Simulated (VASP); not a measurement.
Crystal: CdSe.

```
Cd Se
1.0
     0.00000    3.06780    3.06780
     3.06780    0.00000    3.06780
     3.06780    3.06780    0.00000
Cd Se
1 1
Direct
  0.00000 0.00000 0.00000
  0.75000 0.75000 0.75000
```

Program: VASP 6.6.1. Alike in all runs: task single point; no spin polarisation; cell as given; k mesh 8 × 8 × 8; cutoff (eV) 520.

**Question.** Order these runs on this cell by their pressure, lowest first.
A. level PBE; potentials or basis VASP PAW PBE potentials, release 64 (Cd, Se); smearing fermi-dirac 0.02 eV
B. level r2SCAN; potentials or basis VASP PAW PBE potentials, release 64 (Cd, Se); smearing gaussian 0.01 eV
C. level LDA; potentials or basis VASP PAW LDA potentials, release 64 (Cd, Se); smearing gaussian 0.01 eV

**Answer.** C (-2.8 GPa), B (0.2 GPa), A (1.7 GPa).

Caveats: the PAW data sets were made with another functional, which shifts forces and pressure a little (at least some runs).
